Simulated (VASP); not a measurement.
Here is a VASP 6.6.1 calculation.

File INCAR:

```
ALGO = Normal ; EDIFF = 1E-6
EDIFFG = -0.02 ; ENCUT = 600
GGA = RP ; IBRION = 2
ISIF = 3 ; ISMEAR = -1
LASPH = True ; LCHARG = False
LREAL = False ; LWAVE = False
NELM = 60 ; NSW = 80
PREC = Accurate ; SIGMA = 0.05
```

The input KPOINTS:

```
k-points
0
Gamma
  12 12 12
```

Contents of POSCAR:

```
Mo
1.0
   -1.5838089719      1.5838089719      1.5838089719
    1.5838089719     -1.5838089719      1.5838089719
    1.5838089719      1.5838089719     -1.5838089719
Mo
1
Direct
    0.0000000000      0.0000000000      0.0000000000
```

Potentials or basis: VASP PAW PBE potentials, release 64 (Mo_sv).

Launch:

```sh
$ cat potpaw_PBE.64/Mo_sv/POTCAR > POTCAR
$ mpirun -np 1 vasp_std > vasp.out
```

**Question.** Predict the relaxed cell.

**Answer.** a = 2.750 Å, b = 2.750 Å, c = 2.750 Å, α = 109.47°, β = 109.47°, γ = 109.47°.

**Question.** What does it give for the space group after relaxing (to 0.05 Å)?

**Answer.** Im-3m (No. 229).

Final structure:
```
CELL_PARAMETERS angstrom
-1.58786 1.58786 1.58786
1.58786 -1.58786 1.58786
1.58786 1.58786 -1.58786
ATOMIC_POSITIONS crystal
Mo 0.00000 0.00000 0.00000
```
